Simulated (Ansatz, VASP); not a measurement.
## One calculation of Te5Pd, two programs

Contents of INCAR:

```
SYSTEM = Te5Pd
PREC = Accurate ; ENCUT = 600
EDIFF = 1E-6 ; ISMEAR = 0
SIGMA = 0.1 ; LREAL = .False.
LASPH = .True. ; NELM = 100
ALGO = Normal ; ISIF = 3
LWAVE = .False. ; LCHARG = .False.
GGA = PE ; IBRION = 2
NSW = 100 ; EDIFFG = -0.01
```

Contents of KPOINTS:

```
regular mesh
0
Gamma
  6 6 6
  0 0 0
```

POSCAR

```
Te5Pd
1.0
    6.2579002819      0.0000000000      0.0000000000
    0.0000000000      6.2579002819      0.0000000000
    0.0000000000      0.0000000000      6.2579002819
Te Pd
5 1
Direct
    0.7641386810      0.7641386810      0.7641386810
    0.2358613190      0.2358613190      0.7641386810
    0.2358613190      0.7641386810      0.2358613190
    0.7641386810      0.2358613190      0.2358613190
    0.5000000000      0.5000000000      0.5000000000
    0.0000000000      0.0000000000      0.0000000000
```

Input for Ansatz:

```yaml
crystal:
  lattice:
    - [6.2579002819, 0.0, 0.0]
    - [0.0, 6.2579002819, 0.0]
    - [0.0, 0.0, 6.2579002819]
  atoms:
    - { symbol: Te, position: [0.764138681, 0.764138681, 0.764138681] }
    - { symbol: Te, position: [0.235861319, 0.235861319, 0.764138681] }
    - { symbol: Te, position: [0.235861319, 0.764138681, 0.235861319] }
    - { symbol: Te, position: [0.764138681, 0.235861319, 0.235861319] }
    - { symbol: Te, position: [0.5, 0.5, 0.5] }
    - { symbol: Pd, position: [0.0, 0.0, 0.0] }
basis:
  ecutwfc: 420
kpoints:
  mp_grid: { grid: [6, 6, 6] }
hamiltonian:
  xc: pbe
scf:
  occupations: { method: gaussian, width: 0.1 }
output:
  forces: true
  stress: true
  eigenvalues: true
  write_density: true
  write_potential: true
  elf: true
  volumetric_format: npy
relax:
  adjacent_minimum: "off"
  f_tol: 0.01
  max_steps: 80
  cell: { stress_tol: 0.05 }
```

Alike in both runs: task relaxation of cell and atoms; functional PBE; k mesh 6 × 6 × 6; occupations gaussian, width 0.1 eV; no spin polarisation.

|  | VASP | Ansatz |
| --- | --- | --- |
| version | VASP 6.6.1 | Ansatz 0.2.0 |
| potentials or method | VASP PAW PBE potentials, release 64 (Te, Pd), cutoff 600 eV | scalar-relativistic, plane waves, PAW |
| valence electrons in the cell | 40 | 98 |

VASP gave:

| Item | Value |
| --- | --- |
| gap on the k mesh at the Fermi level, each at its own relaxed structure (eV) | none |
| relaxed volume (Å³/atom) | 40.78 |
| relaxed length of the cell vector where the two differ most in proportion (Å) | 6.255 |

Q: Which values does Ansatz return?

A: gap on the k mesh at the Fermi level, each at its own relaxed structure (eV): none; relaxed volume (Å³/atom): 40.85; relaxed length of the cell vector where the two differ most in proportion (Å): 6.258.

A gap of «none» marks a metal or a gap that the smearing closes. VASP's potentials hold 40 valence electrons a cell and Ansatz's 98, so a difference there can come from the potentials and not from the codes.

Neither program's run includes spin-orbit coupling.
